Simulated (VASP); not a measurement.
CuO, 4 atoms in the cell. Symmetry: Cccm, No. 66, orthorhombic system. Conventional cell: a = 4.164 Å, b = 4.176 Å, c = 5.151 Å, α = 90.00°, β = 90.00°, γ = 90.00°. Within 2.6 Å of Cu (site symmetry 2/m) lie 4 O at 1.96 Å. Within 2.6 Å of O (site symmetry 222) lie 4 Cu at 1.96 Å and 2 O at 2.58 Å. 

| Property | Result |
| --- | --- |
| Program | VASP 6.6.1 |
| Task | single point |
| Functional | PBE |
| Potentials or basis | VASP PAW PBE potentials, release 64 (Cu, O) |
| Cutoff | 520 eV |
| k mesh | 12 × 12 × 7 |
| Occupations | gaussian, width 0.1 eV |
| Spin | no spin polarisation |
| Dipole correction | no |
| Further INCAR settings | ALGO = Normal; EDIFF = 1e-06; NBANDS = 25 |

Potentials or basis: VASP PAW PBE potentials, release 64 (Cu, O).

Run with:

```console
$ cat potpaw_PBE.64/Cu/POTCAR potpaw_PBE.64/O/POTCAR > POTCAR
$ mpirun -np 1 vasp_std > vasp.out
```

Hardware: 1 thread of AMD EPYC 7R43 64-Core Processor (Zen 3), on a shared host.

Q: How long does it take, and how much memory?

A: Wall time 4.8 min on 1 thread of AMD EPYC 7R43 64-Core Processor (Zen 3) (shared host), peak memory 0.24 GiB. Counts: scf iterations 15, k points 172.
